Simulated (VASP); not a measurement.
Input of a VASP 6.6.1 run:

File INCAR:

```
ALGO = Normal
EDIFF = 1E-6
EDIFFG = -0.005
ENCUT = 600
GGA = PE
IBRION = 2
ISIF = 3
ISMEAR = 0
LASPH = T
LCHARG = F
LREAL = F
LWAVE = F
NELM = 80
NSW = 100
PREC = Accurate
SIGMA = 0.1
```

Contents of KPOINTS:

```
k-points
0
Gamma
  10 10 10
```

File POSCAR:

```
In3Se
1.0
    4.8037580000      0.0000000000      0.0000000000
    0.0000000000      4.8037580000      0.0000000000
    0.0000000000      0.0000000000      4.8037580000
In Se
3 1
Direct
    0.0000000000      0.5000000000      0.5000000000
    0.5000000000      0.0000000000      0.5000000000
    0.5000000000      0.5000000000      0.0000000000
    0.0000000000      0.0000000000      0.0000000000
```

Potentials or basis: VASP PAW PBE potentials, release 64 (In_d, Se).

Run with:

```console
$ cat potpaw_PBE.64/In_d/POTCAR potpaw_PBE.64/Se/POTCAR > POTCAR
$ mpirun -np 1 vasp_std > vasp.out
```

Q: What does it give for the space group after relaxing (to 0.1 Å)?

A: Pm-3m (No. 221).

Q: Predict the relaxed cell.

A: a = 4.789 Å, b = 4.789 Å, c = 4.789 Å, α = 90.00°, β = 90.00°, γ = 90.00°.

Final structure:
```
In Se
1.0
     4.78925    0.00000    0.00000
     0.00000    4.78925    0.00000
     0.00000    0.00000    4.78925
In Se
3 1
Direct
  0.00000 0.50000 0.50000
  0.50000 0.00000 0.50000
  0.50000 0.50000 0.00000
  0.00000 0.00000 0.00000
```
